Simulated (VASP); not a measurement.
# Ge: single point with PBEsol

Crystal: Ge.

```
Ge
1.0
    -2.42102    2.57134    1.45850
     2.42102   -2.57134    1.45850
     2.42102    2.57134   -1.45850
Ge
2
Direct
  0.18594 0.93594 0.25000
  0.81406 0.06406 0.75000
```

This cell differs from its parent crystal: strain -0.030 along x and y, +0.015 along z.

```
Program                : VASP 6.6.1
Task                   : single point
Functional             : PBEsol
Potentials or basis    : VASP PAW PBE potentials, release 64 (Ge_d)
Cutoff                 : 520 eV
k mesh                 : 20 × 20 × 20
Occupations            : gaussian, width 0.15 eV
Spin                   : no spin polarisation
Dipole correction      : no
Further INCAR settings : ALGO = Normal; EDIFF = 1e-06; NBANDS = 21
```

| Item | Value |
| --- | --- |
| Pressure | 1.1 GPa |
| Largest force | 0.056 eV/Å |
| Band gap on the k mesh | zero (bands 14 and 15 overlap by 6.38 eV) |

Forces in eV/Å, atoms in the order of the input:
```
Ge   0.000  0.000 -0.056
Ge   0.000  0.000  0.056
```

Stress tensor (GPa, compression positive):
```
 1.53  0.00  0.00
 0.00  2.86  0.00
 0.00  0.00 -1.04
```

Levels at points of the mesh, in eV from the Fermi level:
| k point | band 12 | band 13 | band 14 | band 15 | band 16 | band 17 |
| --- | --- | --- | --- | --- | --- | --- |
| (0.00, 0.00, 0.00) | -3.09 | -2.21 | -1.87 | 3.54 | 6.72 | 7.49 |
| (0.50, 0.00, 0.00) | -7.36 | -1.80 | -1.45 | -1.02 | 1.35 | 3.40 |
| (0.00, 0.50, 0.00) | -6.26 | -3.36 | -2.22 | -2.16 | 2.97 | 4.31 |
| (0.50, 0.50, 0.00) | -10.55 | 0.91 | 0.91 | 2.83 | 2.83 | 6.20 |
| (0.50, 0.50, 0.50) | -8.11 | -6.14 | -5.80 | 3.55 | 6.11 | 11.96 |

Run time: 6.9 min on 1 thread of Intel(R) Xeon(R) Platinum 8488C (Sapphire Rapids) (shared host), peak memory 0.72 GiB.

Caveat: the cell differs from its parent crystal (strain -0.030 along x and y, +0.015 along z); the PAW data sets were made with another functional, which shifts forces and pressure a little.
